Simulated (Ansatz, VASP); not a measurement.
One calculation of In3Sb, two programs

The input INCAR:

```
PREC = Accurate
ENCUT = 520
EDIFF = 1E-6
ISMEAR = -1
SIGMA = 0.05
LREAL = F
LASPH = T
NELM = 60
ALGO = Normal
ISIF = 2
LWAVE = F
LCHARG = F
GGA = PS
NBANDS = 30
```

File KPOINTS:

```
Automatic mesh
0
Gamma
  4 4 4
```

File POSCAR:

```
In3Sb
1.0
    4.8369620000      0.0000000000      0.0000000000
    0.0000000000      4.8369620000      0.0000000000
    0.0000000000      0.0000000000      4.8369620000
In Sb
3 1
Direct
    0.5000000000      0.5000000000      0.0000000000
    0.5000000000      0.0000000000      0.5000000000
    0.0000000000      0.5000000000      0.5000000000
    0.0000000000      0.0000000000      0.0000000000
```

Input for Ansatz:

```yaml
crystal:
  lattice:
    a: 4.836962
    b: 4.836962
    c: 4.836962
    alpha: 90.0
    beta: 90.0
    gamma: 90.0
  atoms:
    - { symbol: In, position: [0.5, 0.5, 0.0] }
    - { symbol: In, position: [0.5, 0.0, 0.5] }
    - { symbol: In, position: [0.0, 0.5, 0.5] }
    - { symbol: Sb, position: [0.0, 0.0, 0.0] }
kpoints:
  mp_grid:
    grid: [4, 4, 4]
hamiltonian:
  xc: pbesol
  pseudopotentials:
    kind: paw
scf:
  occupations:
    method: fermi_dirac
    width: 0.05
output:
  forces: true
  stress: true
  eigenvalues: true
```

Alike in both runs: task single point; functional PBEsol; k mesh 4 × 4 × 4; occupations fermi-dirac, width 0.05 eV; no spin polarisation.

|  | VASP | Ansatz |
| --- | --- | --- |
| version | VASP 6.6.1 | Ansatz 0.2.0 |
| potentials or method | VASP PAW PBE potentials, release 64 (In_d, Sb) | plane waves, PAW |
| plane-wave cutoff (eV) | 520 | 420 |
| valence electrons in the cell | 44 | 54 |

|  | VASP | Ansatz | Ansatz less VASP |
| --- | --- | --- | --- |
| gap on the k mesh at the Fermi level (eV) | none | none | - |
| pressure (GPa) | -3.2 | -3.2 | +0.04 |

VASP's potentials were made for PBE, not for PBEsol. A gap of «none» marks a metal or a gap that the smearing closes. With one functional, cell and mesh, what is left measures potentials, basis and numerics. VASP's potentials hold 44 valence electrons a cell and Ansatz's 54, so a difference there can come from the potentials and not from the codes.

Neither program's run includes spin-orbit coupling.
